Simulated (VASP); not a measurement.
# AlGa3N2 (R-3m) in VASP: notebook

The runs below take AlGa3N2 through single point, relaxation of cell and atoms, with PBE.

All numbers are computed with VASP 6.6.1; they aren't measurements. Logs are shortened: lines on timing, memory, paths and dates and some standing lists are left out, and cuts for length are marked.

## 1. The cell of the first run

Symmetry: R-3m, No. 166, trigonal system. The conventional cell has a = 2.981 Å, b = 2.981 Å, c = 30.524 Å, α = 90.00°, β = 90.00°, γ = 120.00°. Within 2.7 Å of Al (site symmetry -3m) lie 6 N at 2.06 Å. Within 3.0 Å of Ga (site symmetry 3m) lie 3 N at 2.16 Å and 6 Ga at 2.98 Å and 3 Al at 2.99 Å. Within 4.0 Å of Ga (site symmetry -3m) lie 12 Ga at 2.98 to 3.16 Å and 2 N at 3.96 Å. N (site symmetry 3m) has 3 Al at 2.06 Å and 3 Ga at 2.16 Å within 2.7 Å.

The cell was built from a structure type or drawn by symmetry, and may not be a known phase.

## 2. Single point, PBE

INCAR reads:

```
PREC     = Accurate       # precision mode
ENCUT    = 520            # plane-wave cutoff, eV
EDIFF    = 1E-7           # SCF threshold, eV
ISMEAR   = 0              # smearing method
SIGMA    = 0.1            # smearing width, eV
LREAL    = False          # projectors in reciprocal space
LASPH    = True           # aspherical terms in the spheres
NELM     = 80             # most SCF steps
ALGO     = Normal         # electronic algorithm
ISIF     = 2              # what is computed and relaxed
LWAVE    = False          # write WAVECAR
LCHARG   = True           # write CHGCAR
GGA      = PE             # functional
LELF     = True           # ELF
LVHAR    = True         
NBANDS   = 35             # bands
```

KPOINTS reads:

```
Automatic mesh
0
Gamma
  6 6 6
```

POSCAR reads:

```
AlGa3N2
1.0
    1.4905529752      0.8605711648     10.1748178519
   -1.4905529752      0.8605711648     10.1748178519
    0.0000000000     -1.7211423196     10.1748178528
Al Ga N
1 3 2
Direct
    0.5000000000      0.5000000000      0.5000000000
    0.7533421151      0.7533421151      0.7533421151
    0.2466578849      0.2466578849      0.2466578849
    0.0000000000      0.0000000000      0.0000000000
    0.8703957504      0.8703957504      0.8703957504
    0.1296042496      0.1296042496      0.1296042496
```

Potentials or basis: VASP PAW PBE potentials, release 64 (Al, Ga_d, N).

On the command line:

```bash
$ cat potpaw_PBE.64/Al/POTCAR potpaw_PBE.64/Ga_d/POTCAR potpaw_PBE.64/N/POTCAR > POTCAR
$ mpirun -np 1 vasp_std > vasp.out
```

OUTCAR:

```text
PREC = Accurate
   ENCUT = 520
   EDIFF = 1E-7
   ISMEAR = 0
   LREAL = False
   LASPH = True
   NELM = 80
   ISIF = 2
   GGA = PE

 ion  position               nearest neighbor table
   1  0.500  0.500  0.500-   6 2.06   5 2.06   6 2.06   6 2.06   5 2.06   5 2.06   2 2.99   3 2.99
                             2 2.99   3 2.99   2 2.99   3 2.99
   2  0.753  0.753  0.753-   6 2.16   6 2.16   6 2.16   1 2.99   1 2.99   1 2.99
   3  0.247  0.247  0.247-   5 2.16   5 2.16   5 2.16   1 2.99   1 2.99   1 2.99
   4  0.000  0.000  0.000-
   5  0.870  0.870  0.870-   1 2.06   1 2.06   1 2.06   3 2.16   3 2.16   3 2.16
   6  0.130  0.130  0.130-   1 2.06   1 2.06   1 2.06   2 2.16   2 2.16   2 2.16

  LATTYP: Found a trigonal (rhomboedric) cell.
 ALAT       =    10.3193628302
 COS(alpha) =     0.9582728174

  Lattice vectors:

 A1 = (   1.4905529752,   0.8605711648,  10.1748178519)
 A2 = (  -1.4905529752,   0.8605711648,  10.1748178519)
 A3 = (   0.0000000000,  -1.7211423196,  10.1748178528)

Analysis of symmetry for initial positions (statically):
=====================================================================
 Subroutine PRICEL returns:
 Original cell was already a primitive cell.

 Routine SETGRP: Setting up the symmetry group for a
 trigonal (rhombohedral) supercell.

 Subroutine GETGRP returns: Found 12 space group operations
 (whereof 12 operations were pure point group operations)
 out of a pool of 12 trial point group operations.

The static configuration has the point symmetry D_3d.

Analysis of symmetry for dynamics (positions and initial velocities):
=====================================================================
 Subroutine PRICEL returns:
 Original cell was already a primitive cell.

 Routine SETGRP: Setting up the symmetry group for a
 trigonal (rhombohedral) supercell.

 Subroutine GETGRP returns: Found 12 space group operations
 (whereof 12 operations were pure point group operations)
 out of a pool of 12 trial point group operations.

The dynamic configuration has the point symmetry D_3d.

 Subroutine INISYM returns: Found 12 space group operations
 (whereof 12 operations are pure point group operations),
 and found     1 'primitive' translations

----------------------------------------------------------------------------------------

                                     Primitive cell

  volume of cell :      78.3091

  direct lattice vectors                    reciprocal lattice vectors
     1.490552975  0.860571165 10.174817852     0.335445978  0.193669826  0.032760619
    -1.490552975  0.860571165 10.174817852    -0.335445978  0.193669826  0.032760619
     0.000000000 -1.721142320 10.174817853     0.000000000 -0.387339651  0.032760619

  length of vectors
    10.319362830 10.319362830 10.319362830     0.388722605  0.388722605  0.388722605

  position of ions in fractional coordinates (direct lattice)
     0.500000000  0.500000000  0.500000000
     0.753342115  0.753342115  0.753342115
     0.246657885  0.246657885  0.246657885
     0.000000000  0.000000000  0.000000000
     0.870395750  0.870395750  0.870395750
     0.129604250  0.129604250  0.129604250

  ion indices of the primitive-cell ions
   primitive index   ion index
                 1           1
                 2           2
                 3           3
                 4           4
                 5           5
                 6           6

----------------------------------------------------------------------------------------

 KPOINTS: Automatic mesh

Automatic generation of k-mesh.
 Grid dimensions read from file:
 generate k-points for:    6    6    6

 Generating k-lattice:

  Cartesian coordinates                     Fractional coordinates (reciprocal lattice)
     0.055907663  0.032278304  0.005460103     0.166666667 -0.000000000 -0.000000000
    -0.055907663  0.032278304  0.005460103    -0.000000000  0.166666667 -0.000000000
     0.000000000 -0.064556608  0.005460103    -0.000000000 -0.000000000  0.166666667

  Length of vectors
     0.064787101  0.064787101  0.064787101

[... 44 lines left out ...]

 number of electron      51.9999998 magnetization

 Free energy of the ion-electron system (eV)
  ---------------------------------------------------
  ext. energy  EPLUGINS =         0.00000000
  ---------------------------------------------------
  free energy    TOTEN  =       -30.47155393 eV

  energy without entropy =      -30.46254225  energy(sigma->0) =      -30.46704809

 E-fermi :   6.8968     XC(G=0): -11.4812

 val. band max:        6.8759099681   @ k =  -0.1667   0.1667   0.1667
 cond. band min:       6.9030849964   @ k =  -0.3333   0.1667   0.1667
 fundamental gap:      0.0271750283
 Fermi energy:         6.8967757992

 k-point     1 :       0.0000    0.0000    0.0000
  band No.  band energies     occupation
      1     -10.5873      2.00000
      2      -9.0609      2.00000
      3      -7.9848      2.00000
      4      -7.9839      2.00000
      5      -7.9839      2.00000
      6      -7.9824      2.00000
[... 27 lines left out ...]
     34      17.1442      0.00000
     35      18.0820      0.00000

 k-point     2 :       0.1667    0.0000    0.0000
  band No.  band energies     occupation
      1     -10.2028      2.00000
      2      -8.8749      2.00000
      3      -8.0101      2.00000
      4      -7.9812      2.00000
      5      -7.9296      2.00000
      6      -7.9284      2.00000
[... 27 lines left out ...]
     34      16.1082      0.00000
     35      16.6476      0.00000

 k-point     3 :       0.3333    0.0000    0.0000
  band No.  band energies     occupation
      1      -9.3367      2.00000
      2      -8.7087      2.00000
      3      -8.0460      2.00000
      4      -8.0223      2.00000
      5      -7.8849      2.00000
      6      -7.8604      2.00000
[... 27 lines left out ...]
     34      15.2010      0.00000
     35      15.6135      0.00000
[... 723 lines left out ...]
 k-point    23 :       0.5000    0.5000    0.1667
  band No.  band energies     occupation
      1      -9.3365      2.00000
      2      -8.7092      2.00000
      3      -8.0431      2.00000
      4      -8.0275      2.00000
      5      -7.8851      2.00000
      6      -7.8592      2.00000
[... 27 lines left out ...]
     34      15.3054      0.00000
     35      15.6113      0.00000

 k-point    24 :      -0.3333    0.5000    0.1667
  band No.  band energies     occupation
      1      -8.9229      2.00000
      2      -8.6849      2.00000
      3      -8.0079      2.00000
      4      -7.9993      2.00000
      5      -7.9056      2.00000
      6      -7.9004      2.00000
[... 27 lines left out ...]
     34      13.6878      0.00000
     35      15.0860      0.00000

 [... further k-points ...]

------------------------ aborting loop because EDIFF is reached ----------------------------------------

  FORCE on cell =-STRESS in cart. coord.  units (eV):
  Direction    XX          YY          ZZ          XY          YZ          ZX
  --------------------------------------------------------------------------------------
  -------------------------------------------------------------------------------------
  Total        0.0496136      0.0496136      0.0786402      0.0000000      0.0000000      0.0000000
  in kB        1.0150775      1.0150775      1.6089512      0.0000000      0.0000000      0.0000000
  external PRESSURE =       1.2130354 kB  Pullay stress =       0.0000000 kB

 VOLUME and BASIS-vectors are now :
 -----------------------------------------------------------------------------
  energy-cutoff  :      520.00
  volume of cell :       78.31
      direct lattice vectors                 reciprocal lattice vectors
     1.490552975  0.860571165 10.174817852     0.335445978  0.193669826  0.032760619
    -1.490552975  0.860571165 10.174817852    -0.335445978  0.193669826  0.032760619
     0.000000000 -1.721142320 10.174817853     0.000000000 -0.387339651  0.032760619

 POSITION                                       TOTAL-FORCE (eV/Angst)
 -----------------------------------------------------------------------------------
      0.00000      0.00000     15.26223        -0.000000      0.000000      0.000000
      0.00000      0.00000     22.99536         0.000000     -0.000000     -0.048431
      0.00000      0.00000      7.52910         0.000000      0.000000      0.048431
      0.00000      0.00000      0.00000         0.000000      0.000000      0.000000
      0.00000      0.00000     26.56835         0.000000     -0.000000     -0.077303
      0.00000      0.00000      3.95610         0.000000      0.000000      0.077303
 -----------------------------------------------------------------------------------
    total drift:                                0.000000     -0.000000      0.000000

  FREE ENERGIE OF THE ION-ELECTRON SYSTEM (eV)
  ---------------------------------------------------
  free  energy   TOTEN  =       -30.4715539302 eV

  energy  without entropy=      -30.4625422488  energy(sigma->0) =      -30.46704809
```

It took 9.9 min on 1 thread of Intel Xeon 6975P-C (Granite Rapids), shared host; peak memory 0.95 GiB.

What came out:

```yaml
Free_energy: -30.4716 eV
Pressure: 0.1 GPa
Largest_force: 0.077 eV/Å
Band_gap_on_the_k_mesh: zero (bands 26 and 27 overlap by 0.31 eV)
```

Forces on the atoms (eV/Å):
```
Al   0.000  0.000  0.000
Ga   0.000  0.000 -0.048
Ga   0.000  0.000  0.048
Ga   0.000  0.000  0.000
N    0.000  0.000 -0.077
N    0.000  0.000  0.077
```

Caveat: the k points lie up to 0.41 Å⁻¹ apart; semilocal functionals underestimate gaps, so a narrow gap can read as zero.

## 3. Single point, PBE

This run uses another cell than the first one, of 15.87 Å³/atom.

INCAR reads:

```
PREC = Accurate ; ENCUT = 520
EDIFF = 1E-7 ; ISMEAR = 0
SIGMA = 0.1 ; LREAL = F
LASPH = T ; NELM = 60
ALGO = Normal ; ISIF = 2
LWAVE = F ; LCHARG = T
GGA = PE ; LELF = T
LVHAR = T ; NBANDS = 35
```

KPOINTS is that of step 2.

POSCAR reads:

```
AlGa3N2
1.0
    2.3180369300      1.3383192500      5.1142179700
   -2.3180369300      1.3383192500      5.1142179700
    0.0000000000     -2.6766384900      5.1142179700
Al Ga N
1 3 2
Direct
    0.5000000000      0.5000000000      0.5000000000
    0.7410844900      0.7410844900      0.7410844900
    0.2589155100      0.2589155100      0.2589155100
    0.0000000000      0.0000000000      0.0000000000
    0.8716319500      0.8716319500      0.8716319500
    0.1283680500      0.1283680500      0.1283680500
```

Potentials or basis: VASP PAW PBE potentials, release 64 (Al, Ga_d, N).

On the command line:

```bash
$ cat potpaw_PBE.64/Al/POTCAR potpaw_PBE.64/Ga_d/POTCAR potpaw_PBE.64/N/POTCAR > POTCAR
$ mpirun -np 1 vasp_std > vasp.out
```

Wall time 2 min (1 thread of Intel Xeon 6975P-C (Granite Rapids), shared host); peak memory 0.34 GiB.

It converged, with:

| Quantity | Value |
| --- | --- |
| Free energy | -24.6719 eV |
| Pressure | -4.3 GPa |
| Largest force | 1.499 eV/Å |
| Band gap on the k mesh | zero (bands 26 and 27 overlap by 0.20 eV) |

Forces in eV/Å, atoms in the order of the input:
```
Al   0.000  0.000  0.000
Ga   0.000  0.000  0.005
Ga   0.000  0.000 -0.005
Ga   0.000  0.000  0.000
N    0.000  0.000  1.499
N    0.000  0.000 -1.499
```

Stress tensor (GPa, compression positive):
```
-3.76  0.00  0.00
 0.00 -3.76  0.00
 0.00  0.00 -5.38
```

Levels at points of the mesh, in eV from the Fermi level:
| k point | band 23 | band 24 | band 25 | band 26 | band 27 | band 28 | band 29 | band 30 |
| --- | --- | --- | --- | --- | --- | --- | --- | --- |
| (0.00, 0.00, 0.00) | -2.59 | -2.59 | -0.92 | 0.15 | 0.70 | 0.70 | 1.64 | 1.84 |
| (0.50, 0.00, 0.00) | -2.94 | -2.59 | -1.65 | 0.19 | 0.54 | 0.73 | 1.79 | 3.86 |
| (0.50, 0.50, 0.00) | -2.17 | -1.27 | -1.03 | -0.02 | 0.27 | 0.84 | 1.17 | 3.28 |
| (0.50, 0.50, 0.50) | -2.19 | -2.19 | -1.99 | -0.70 | 0.17 | 0.75 | 0.75 | 2.53 |

Caveat: the cell stands under tension; semilocal functionals underestimate gaps, so a narrow gap can read as zero; forces of over 1 eV/Å act on the atoms, so gaps and moduli don't describe the material at rest.

## 4. Relaxation of cell and atoms, PBE

This run uses another cell than the first one, of 15.87 Å³/atom.

INCAR reads:

```
PREC = Accurate
ENCUT = 600
EDIFF = 1E-6
ISMEAR = 0
SIGMA = 0.1
LREAL = False
LASPH = True
NELM = 100
ALGO = Normal
ISIF = 3
LWAVE = False
LCHARG = False
GGA = PE
IBRION = 2
NSW = 90
EDIFFG = -0.04
```

KPOINTS reads:

```
regular mesh
0
Gamma
  6 6 6
```

POSCAR is that of step 3.

On the command line:

```bash
$ cat potpaw_PBE.64/Al/POTCAR potpaw_PBE.64/Ga_d/POTCAR potpaw_PBE.64/N/POTCAR > POTCAR
$ mpirun -np 1 vasp_std > vasp.out
```

It took 11 min on 1 thread of Intel Xeon 6975P-C (Granite Rapids), shared host; peak memory 0.41 GiB.

It converged, with:

| Property | Result |
| --- | --- |
| Free energy | -25.0977 eV |
| Relaxed volume | 16.10 Å³/atom |
| Relaxed cell | a = 5.876 Å, b = 5.876 Å, c = 5.876 Å, α = 46.24°, β = 46.24°, γ = 46.24° |
| Space group after relaxing (to 0.1 Å) | R-3m (No. 166) |
| Energy gained by relaxing | 70.5 meV/atom |
| Ionic steps | 13 |
| Pressure after relaxing | -0.1 GPa |
| Largest force after relaxing | 0.009 eV/Å |

Forces on the atoms (eV/Å):
```
Al   0.000  0.000  0.000
Ga   0.000  0.000 -0.001
Ga   0.000  0.000  0.001
Ga   0.000  0.000  0.000
N    0.000  0.000  0.009
N    0.000  0.000 -0.009
```

Stress tensor (GPa, compression positive):
```
-0.26  0.00  0.00
 0.00 -0.26  0.00
 0.00  0.00  0.17
```

Step by step:
```csv
step,energy change (eV),largest force (eV/Å),pressure (GPa),volume (Å³)
1,0.0000,1.4995,-4.39,95.19
2,-0.2416,0.6430,1.19,89.33
3,-0.2440,0.4631,1.90,88.74
4,-0.2812,0.4276,1.44,90.25
5,-0.2880,0.5895,1.13,91.53
6,-0.3168,0.5989,-0.10,93.26
7,-0.3274,0.5759,-3.30,98.46
8,-0.3376,0.5879,-2.03,96.19
9,-0.3709,0.4673,-1.65,96.29
10,-0.4218,0.0813,-0.32,96.58
11,-0.4223,0.0889,-0.13,96.61
12,-0.4223,0.0869,-0.01,96.60
13,-0.4229,0.0091,-0.11,96.59
```

Final structure:
```cif
data_structure
_symmetry_space_group_name_H-M 'P 1'
_symmetry_Int_Tables_number 1
_cell_length_a 5.8762
_cell_length_b 5.8762
_cell_length_c 5.8762
_cell_angle_alpha 46.241
_cell_angle_beta 46.241
_cell_angle_gamma 46.241
_cell_volume 96.59
loop_
_atom_site_label
_atom_site_type_symbol
_atom_site_fract_x
_atom_site_fract_y
_atom_site_fract_z
_atom_site_occupancy
Al1 Al 0.50000 0.50000 0.50000 1
Ga1 Ga 0.75511 0.75511 0.75511 1
Ga2 Ga 0.24489 0.24489 0.24489 1
Ga3 Ga 0.00000 0.00000 0.00000 1
N1 N 0.88473 0.88473 0.88473 1
N2 N 0.11527 0.11527 0.11527 1
```

Levels at points of the mesh, in eV from the Fermi level:
```
           k point  band 22  band 23  band 24  band 25  band 26  band 27  band 28  band 29  band 30  band 31
(0.00, 0.00, 0.00)    -3.69    -3.21    -3.21    -1.12    -0.58     0.51     0.51     2.07     2.07     2.21
(0.50, 0.00, 0.00)    -4.60    -3.30    -2.98    -1.94    -0.12     0.82     1.30     2.36     2.59     3.78
(0.50, 0.50, 0.00)    -4.44    -2.64    -2.10    -0.84    -0.25     0.58     0.83     2.05     3.42     3.53
(0.50, 0.50, 0.50)    -3.11    -2.53    -2.53    -2.32    -0.38     0.19     0.44     0.44     3.10     3.10
```

## 5. Single point, PBE, collinear spin, ferromagnetic start

INCAR reads:

```
SYSTEM = AlGa3N2
ALGO = Normal ; EDIFF = 1E-6
ENCUT = 520 ; GGA = PE
ISIF = 2 ; ISMEAR = 0
ISPIN = 2 ; LASPH = .True.
LCHARG = .False. ; LORBIT = 11
LREAL = .False. ; LWAVE = .False.
MAGMOM = 0 0 0 0 1 1 ; NBANDS = 39
NELM = 150 ; PREC = Accurate
SIGMA = 0.1
```

KPOINTS reads:

```
k-points
0
Gamma
  6 6 6
  0 0 0
```

POSCAR reads:

```
AlGa3N2
1.0
    1.4905529752      0.8605711615     10.1748178522
   -1.4905529752      0.8605711615     10.1748178522
    0.0000000000     -1.7211423229     10.1748178522
Al Ga N
1 3 2
Direct
    0.5000000000      0.5000000000      0.5000000000
    0.7533421151      0.7533421151      0.7533421151
    0.2466578849      0.2466578849      0.2466578849
    0.0000000000      0.0000000000      0.0000000000
    0.8703957504      0.8703957504      0.8703957504
    0.1296042496      0.1296042496      0.1296042496
```

On the command line:

```bash
$ cat potpaw_PBE.64/Al/POTCAR potpaw_PBE.64/Ga_d/POTCAR potpaw_PBE.64/N/POTCAR > POTCAR
$ mpirun -np 1 vasp_std > vasp.out
```

Wall time 19 min (1 thread of Intel Xeon 6975P-C (Granite Rapids), shared host); peak memory 1.3 GiB.

Results (log left out):

* Free energy: -30.4716 eV
* Pressure: 0.1 GPa
* Largest force: 0.077 eV/Å
* Band gap on the k mesh: zero (filled and empty bands overlap)
* Net moment: 0.00 μB per cell
* Valence electrons inside the program's atomic spheres: Al 0.69; Ga 11.56, 11.48 (each value once); N 3.75

Forces in eV/Å, atoms in the order of the input:
```
Al   0.000  0.000  0.000
Ga   0.000  0.000 -0.049
Ga   0.000  0.000  0.049
Ga   0.000  0.000  0.000
N    0.000  0.000 -0.077
N    0.000  0.000  0.077
```

Levels at points of the mesh, in eV from the Fermi level:
Spin up:
```
           k point  band 24  band 25  band 26  band 27  band 28  band 29
(0.00, 0.00, 0.00)    -1.85    -1.26    -1.26     3.06     4.09     5.35
(0.50, 0.00, 0.00)    -3.38    -2.34    -0.92    -0.30     1.18     2.02
(0.50, 0.50, 0.00)    -3.16    -2.34    -1.46    -0.05     0.97     2.83
(0.50, 0.50, 0.50)    -1.26    -1.26    -0.04     1.76     4.32     6.05
```
Spin down:
| k point | band 24 | band 25 | band 26 | band 27 | band 28 | band 29 |
| --- | --- | --- | --- | --- | --- | --- |
| (0.00, 0.00, 0.00) | -1.85 | -1.26 | -1.26 | 3.06 | 4.09 | 5.35 |
| (0.50, 0.00, 0.00) | -3.38 | -2.34 | -0.92 | -0.30 | 1.18 | 2.02 |
| (0.50, 0.50, 0.00) | -3.16 | -2.34 | -1.46 | -0.05 | 0.97 | 2.83 |
| (0.50, 0.50, 0.50) | -1.26 | -1.26 | -0.04 | 1.76 | 4.32 | 6.05 |

Caveat: the k points lie up to 0.41 Å⁻¹ apart; semilocal functionals underestimate gaps, so a narrow gap can read as zero.

## 6. The runs side by side

| task | spin | cell | cutoff (eV) | gap on the mesh (eV) | pressure (GPa) | largest force (eV/Å) |
| --- | --- | --- | --- | --- | --- | --- |
| single point | off | a = 10.319 Å, angles 16.6°, 6 atoms, atomic positions A | 520 | none | 0.1 | 0.08 |
| single point | off | a = 5.772 Å, angles 47.4°, 6 atoms, atomic positions B | 520 | none | -4.3 | 1.50 |
| relaxation of cell and atoms | off | relaxed from a = 5.772 Å, angles 47.4°, 6 atoms, atomic positions B | 600 | - | -0.1 | 0.01 |
| single point | collinear, ferromagnetic start | a = 10.319 Å, angles 16.6°, 6 atoms, atomic positions A | 520 | none | 0.1 | 0.08 |

Alike in all rows: level PBE; potentials or basis VASP PAW PBE potentials, release 64 (Al, Ga_d, N); k mesh 6 × 6 × 6; smearing gaussian 0.1 eV.

Caveats: some runs use coarse meshes; semilocal functionals underestimate gaps, so a narrow gap can read as zero (at least some runs); the cell stands under tension (at least some runs); forces of over 1 eV/Å act on the atoms, so gaps and moduli don't describe the material at rest (at least some runs).

Total energies depend on the potentials used, so only differences within one code and one set of settings carry meaning.
